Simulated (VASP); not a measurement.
# ScBiTe3S (P4/mmm) in VASP: notebook, part 2 of 2

VASP 6.6.1. The steps go on from the part before.

### 3 Single point, PBE

This run uses another cell than the first one, of 33.96 Å³/atom.

File INCAR:

```
PREC     = Accurate       # precision mode
ENCUT    = 520            # plane-wave cutoff, eV
EDIFF    = 1E-6           # SCF threshold, eV
ISMEAR   = 0              # smearing method
SIGMA    = 0.1            # smearing width, eV
LREAL    = False          # projectors in reciprocal space
LASPH    = True           # aspherical terms in the spheres
NELM     = 60             # most SCF steps
ALGO     = Normal         # electronic algorithm
ISIF     = 2              # what is computed and relaxed
LWAVE    = False          # write WAVECAR
LCHARG   = False          # write CHGCAR
GGA      = PE             # functional
NBANDS   = 34             # bands
```

File KPOINTS:

```
regular mesh
0
Gamma
  4 4 4
```

File POSCAR:

```
ScBiTe3S
1.0
    6.5919365200      0.0000000000      0.0000000000
    0.0000000000      6.5919365200      0.0000000000
    0.0000000000      0.0000000000      4.6885663500
Sc Bi Te S
1 1 3 1
Direct
    0.0000000000      0.0000000000      0.0000000000
    0.0000000000      0.0000000000      0.5000000000
    0.0000000000      0.5000000000      0.0000000000
    0.5000000000      0.0000000000      0.0000000000
    0.5000000000      0.5000000000      0.0000000000
    0.5000000000      0.5000000000      0.5000000000
```

Potentials or basis: VASP PAW PBE potentials, release 64 (Sc_sv, Bi_d, Te, S).

Launch:

```sh
$ cat potpaw_PBE.64/Sc_sv/POTCAR potpaw_PBE.64/Bi_d/POTCAR potpaw_PBE.64/Te/POTCAR potpaw_PBE.64/S/POTCAR > POTCAR
$ mpirun -np 1 vasp_std > vasp.out
```

OUTCAR:

```text
PREC = Accurate
   ENCUT = 520
   EDIFF = 1E-6
   ISMEAR = 0
   LREAL = False
   LASPH = True
   NELM = 60
   ISIF = 2
   GGA = PE

 ion  position               nearest neighbor table
   1  0.000  0.000  0.000-   2 2.34   2 2.34   4 3.30   3 3.30   3 3.30   4 3.30
   2  0.000  0.000  0.500-   1 2.34   1 2.34
   3  0.000  0.500  0.000-   1 3.30   5 3.30   1 3.30   5 3.30
   4  0.500  0.000  0.000-   1 3.30   5 3.30   5 3.30   1 3.30
   5  0.500  0.500  0.000-   6 2.34   6 2.34   3 3.30   4 3.30   4 3.30   3 3.30
   6  0.500  0.500  0.500-   5 2.34   5 2.34

  LATTYP: Found a simple tetragonal cell.
 ALAT       =     6.5919365200
 C/A-ratio  =     0.7112578126

  Lattice vectors:

 A1 = (   6.5919365200,   0.0000000000,   0.0000000000)
 A2 = (   0.0000000000,   6.5919365200,   0.0000000000)
 A3 = (   0.0000000000,   0.0000000000,   4.6885663500)

Analysis of symmetry for initial positions (statically):
=====================================================================
 Subroutine PRICEL returns:
 Original cell was already a primitive cell.
[... 173 lines left out ...]

 val. band max:        4.0125126785   @ k =   0.2500   0.0000   0.2500
 cond. band min:       4.0598394565   @ k =   0.5000   0.2500   0.5000
 fundamental gap:      0.0473267780
 Fermi energy:         4.0314815716

 k-point     1 :       0.0000    0.0000    0.0000
  band No.  band energies     occupation
      1     -45.2613      2.00000
      2     -24.1906      2.00000
      3     -23.9460      2.00000
      4     -23.9460      2.00000
      5     -18.7504      2.00000
      6     -18.5241      2.00000
[... 655 lines left out ...]
     33       8.2972      0.00000
     34       8.2991      0.00000

------------------------ aborting loop because EDIFF is reached ----------------------------------------

  FORCE on cell =-STRESS in cart. coord.  units (eV):
  Direction    XX          YY          ZZ          XY          YZ          ZX
  --------------------------------------------------------------------------------------
  -------------------------------------------------------------------------------------
  Total       -7.2618095     -7.2618095     38.2838026      0.0000000      0.0000000     -0.0000000
  in kB      -57.1069982    -57.1069982    301.0645018      0.0000000      0.0000000     -0.0000000
  external PRESSURE =      62.2835018 kB  Pullay stress =       0.0000000 kB

 VOLUME and BASIS-vectors are now :
 -----------------------------------------------------------------------------
  energy-cutoff  :      520.00
  volume of cell :      203.74
      direct lattice vectors                 reciprocal lattice vectors
     6.591936520  0.000000000  0.000000000     0.151700490  0.000000000  0.000000000
     0.000000000  6.591936520  0.000000000     0.000000000  0.151700490  0.000000000
     0.000000000  0.000000000  4.688566350     0.000000000  0.000000000  0.213284814

 POSITION                                       TOTAL-FORCE (eV/Angst)
 -----------------------------------------------------------------------------------
      0.00000      0.00000      0.00000         0.000000      0.000000      0.000000
      0.00000      0.00000      2.34428         0.000000      0.000000      0.000000
      0.00000      3.29597      0.00000         0.000000      0.000000      0.000000
      3.29597      0.00000      0.00000         0.000000      0.000000      0.000000
      3.29597      3.29597      0.00000         0.000000      0.000000      0.000000
      3.29597      3.29597      2.34428         0.000000      0.000000      0.000000
 -----------------------------------------------------------------------------------
    total drift:                                0.000000      0.000000     -0.000000

  FREE ENERGIE OF THE ION-ELECTRON SYSTEM (eV)
  ---------------------------------------------------
  free  energy   TOTEN  =       -19.8460865208 eV

  energy  without entropy=      -19.8104130917  energy(sigma->0) =      -19.82824981
```

stdout:

```text
POSCAR found type information on POSCAR ScBiTeS
 POSCAR found :  4 types and       6 ions
 scaLAPACK will be used
 LDA part: xc-table for (Slater+PW92), standard interpolation
 POSCAR, INCAR and KPOINTS ok, starting setup
 FFT: planning ... GRIDC
 FFT: planning ... GRID_SOFT
 FFT: planning ... GRID
 WAVECAR not read
 entering main loop
```

Wall time 89 s (1 thread of Intel Xeon 6975P-C (Granite Rapids), shared host); peak memory 0.37 GiB.

What came out:

* Free energy: -19.8461 eV
* Pressure: 6.2 GPa
* Band gap on the k mesh: zero (bands 25 and 26 overlap by 1.62 eV)

Stress tensor (GPa, compression positive):
```
-5.71  0.00  0.00
 0.00 -5.71  0.00
 0.00  0.00 30.11
```

Levels at points of the mesh, in eV from the Fermi level:
| k point | band 22 | band 23 | band 24 | band 25 | band 26 | band 27 | band 28 | band 29 |
| --- | --- | --- | --- | --- | --- | --- | --- | --- |
| (0.00, 0.00, 0.00) | -0.80 | -0.33 | 1.13 | 1.13 | 1.29 | 1.44 | 1.45 | 1.45 |
| (0.50, 0.00, 0.00) | -0.84 | -0.64 | -0.12 | 0.47 | 1.03 | 1.24 | 1.46 | 1.75 |
| (0.50, 0.50, 0.00) | -0.75 | -0.75 | -0.55 | -0.55 | 0.44 | 0.53 | 0.53 | 1.91 |
| (0.00, 0.00, 0.50) | -1.58 | -1.55 | -1.55 | -1.46 | -0.16 | 1.11 | 1.45 | 1.66 |
| (0.50, 0.00, 0.50) | -1.75 | -1.59 | -1.41 | -0.69 | -0.06 | 0.30 | 1.08 | 1.55 |
| (0.50, 0.50, 0.50) | -1.66 | -1.59 | -1.59 | -1.14 | 0.17 | 0.17 | 0.51 | 1.02 |

Caveat: the cell stands under pressure; spin-orbit coupling is left out, which moves the levels of the heavy elements.

### 4 Single point, PBE

This run uses another cell than the first one, of 32.65 Å³/atom.

File INCAR:

```
  PREC = Accurate
  ENCUT = 520
  EDIFF = 1E-7
  ISMEAR = 0
  SIGMA = 0.1
  LREAL = F
  LASPH = T
  NELM = 60
  ALGO = Normal
  ISIF = 2
  LWAVE = F
  LCHARG = T
  GGA = PE
  LELF = T
  LVHAR = T
  NBANDS = 34
```

File KPOINTS:

```
Automatic mesh
0
Gamma
  6 6 8
```

Edit POSCAR of step 3 so:

```diff
@@ -2,5 +2,5 @@
 1.0
-    6.5919365200      0.0000000000      0.0000000000
-    0.0000000000      6.5919365200      0.0000000000
-    0.0000000000      0.0000000000      4.6885663500
+    5.9252327099      0.0000000000      0.0000000000
+    0.0000000000      5.9252327099      0.0000000000
+    0.0000000000      0.0000000000      5.5805434477
 Sc Bi Te S
```

Launch:

```sh
$ cat potpaw_PBE.64/Sc_sv/POTCAR potpaw_PBE.64/Bi_d/POTCAR potpaw_PBE.64/Te/POTCAR potpaw_PBE.64/S/POTCAR > POTCAR
$ mpirun -np 1 vasp_std > vasp.out
```

It took 4.2 min on 1 thread of Intel Xeon 6975P-C (Granite Rapids), shared host; peak memory 0.54 GiB.

Results (log left out):

```yaml
Free_energy: -23.5674 eV
Pressure: 0.0 GPa
Band_gap_on_the_k_mesh: zero (bands 25 and 26 overlap by 1.71 eV)
```

Levels at points of the mesh, in eV from the Fermi level:
| k point | band 22 | band 23 | band 24 | band 25 | band 26 | band 27 | band 28 | band 29 |
| --- | --- | --- | --- | --- | --- | --- | --- | --- |
| (0.00, 0.00, 0.00) | -0.88 | -0.88 | 0.50 | 0.62 | 0.88 | 0.88 | 0.92 | 0.92 |
| (0.50, 0.00, 0.00) | -1.56 | -0.71 | -0.30 | -0.18 | -0.03 | 0.57 | 0.98 | 1.34 |
| (0.50, 0.50, 0.00) | -1.72 | -1.48 | -1.17 | -1.10 | -1.10 | 0.64 | 0.64 | 1.93 |
| (0.00, 0.00, 0.50) | -1.78 | -1.53 | -0.99 | -0.39 | -0.39 | -0.01 | 0.54 | 1.60 |
| (0.50, 0.00, 0.50) | -1.20 | -1.14 | -1.13 | -0.92 | -0.66 | -0.16 | 0.99 | 1.34 |
| (0.50, 0.50, 0.50) | -1.67 | -1.67 | -1.19 | -0.54 | -0.38 | -0.38 | 0.82 | 0.82 |

Caveat: spin-orbit coupling is left out, which moves the levels of the heavy elements.

### 5 Relaxation of cell and atoms, PBE

This run uses another cell than the first one, of 33.96 Å³/atom.

File INCAR:

```
PREC = Accurate
ENCUT = 600
EDIFF = 1E-7
ISMEAR = 0
SIGMA = 0.1
LREAL = False
LASPH = True
NELM = 80
ALGO = Normal
ISIF = 3
LWAVE = False
LCHARG = False
GGA = PE
IBRION = 2
NSW = 90
EDIFFG = -0.04
```

File KPOINTS:

```
regular mesh
0
Gamma
  4 4 4
```

Edit POSCAR of step 4 so:

```diff
@@ -2,5 +2,5 @@
 1.0
-    5.9252327099      0.0000000000      0.0000000000
-    0.0000000000      5.9252327099      0.0000000000
-    0.0000000000      0.0000000000      5.5805434477
+    6.5919365200      0.0000000000      0.0000000000
+    0.0000000000      6.5919365200      0.0000000000
+    0.0000000000      0.0000000000      4.6885663500
 Sc Bi Te S
```

Launch:

```sh
$ cat potpaw_PBE.64/Sc_sv/POTCAR potpaw_PBE.64/Bi_d/POTCAR potpaw_PBE.64/Te/POTCAR potpaw_PBE.64/S/POTCAR > POTCAR
$ mpirun -np 1 vasp_std > vasp.out
```

Run time: 13 min. Hardware: 1 thread of Intel Xeon 6975P-C (Granite Rapids), shared host; peak memory 0.46 GiB.

The run converged. Its results:

```yaml
Free_energy: -23.7319 eV
Relaxed_volume: 32.87 Å³/atom
Relaxed_cell: a = 5.906 Å, b = 5.906 Å, c = 5.654 Å, α = 90.00°, β = 90.00°, γ = 90.00°
Space_group_after_relaxing_to_0.1_Å: P4/mmm (No. 123)
Energy_gained_by_relaxing: 647.6 meV/atom
Ionic_steps: 7
Pressure_after_relaxing: -0.1 GPa
Band_gap_on_the_k_mesh: zero (bands 25 and 26 overlap by 1.57 eV)
```

Step by step:
```csv
step,energy change (eV),largest force (eV/Å),pressure (GPa),volume (Å³)
1,0.0000,0.0000,6.24,203.74
2,-3.1012,0.0000,-5.21,236.33
3,-3.2493,0.0000,-4.15,226.62
4,-3.2680,0.0000,-4.49,228.47
5,-3.8690,0.0000,-0.63,200.09
6,-3.8691,0.0000,-0.56,199.74
7,-3.8854,0.0000,-0.08,197.21
```

Final structure:
```
CELL_PARAMETERS angstrom
5.90595 0.00000 0.00000
0.00000 5.90595 0.00000
0.00000 0.00000 5.65404
ATOMIC_POSITIONS crystal
Sc 0.00000 0.00000 0.00000
Bi 0.00000 0.00000 0.50000
Te 0.00000 0.50000 0.00000
Te 0.50000 0.00000 0.00000
Te 0.50000 0.50000 0.00000
S 0.50000 0.50000 0.50000
```

Levels at points of the mesh, in eV from the Fermi level:
```
           k point  band 23  band 24  band 25  band 26  band 27  band 28
(0.00, 0.00, 0.00)    -0.81     0.59     0.62     0.90     0.90     0.96
(0.50, 0.00, 0.00)    -0.62    -0.14    -0.14    -0.03     0.55     1.01
(0.50, 0.50, 0.00)    -1.24    -1.22    -0.95    -0.95     0.73     0.73
(0.00, 0.00, 0.50)    -1.41    -0.80    -0.27    -0.27     0.26     0.62
(0.50, 0.00, 0.50)    -1.06    -0.84    -0.68    -0.47    -0.08     1.08
(0.50, 0.50, 0.50)    -1.27    -0.94    -0.37    -0.28    -0.28     0.87
```

Caveat: a cell axis changed by over 15 % at a fixed basis, so the end point is rough; spin-orbit coupling is left out, which moves the levels of the heavy elements.

### 6 The runs side by side

| task | cell | k mesh | cutoff (eV) | gap on the mesh (eV) | pressure (GPa) |
| --- | --- | --- | --- | --- | --- |
| single point | a = 5.901, b = 5.901, c = 5.648 Å, 6 atoms | 4 × 4 × 4 | 520 | none | 0.0 |
| single point | a = 6.592, b = 6.592, c = 4.689 Å, 6 atoms | 4 × 4 × 4 | 520 | none | 6.2 |
| single point | a = 5.925, b = 5.925, c = 5.581 Å, 6 atoms | 6 × 6 × 8 | 520 | none | 0.0 |
| relaxation of cell and atoms | relaxed from a = 6.592, b = 6.592, c = 4.689 Å, 6 atoms | 4 × 4 × 4 | 600 | none | -0.1 |

Alike in all rows: level PBE; potentials or basis VASP PAW PBE potentials, release 64 (Sc_sv, Bi_d, Te, S); no spin polarisation; smearing gaussian 0.1 eV.

Caveats: spin-orbit coupling is left out, which moves the levels of the heavy elements; the cell stands under pressure (at least some runs); a cell axis changed by over 15 % at a fixed basis, so the end point is rough (at least some runs).

Total energies depend on the potentials used, so only differences within one code and one set of settings carry meaning.
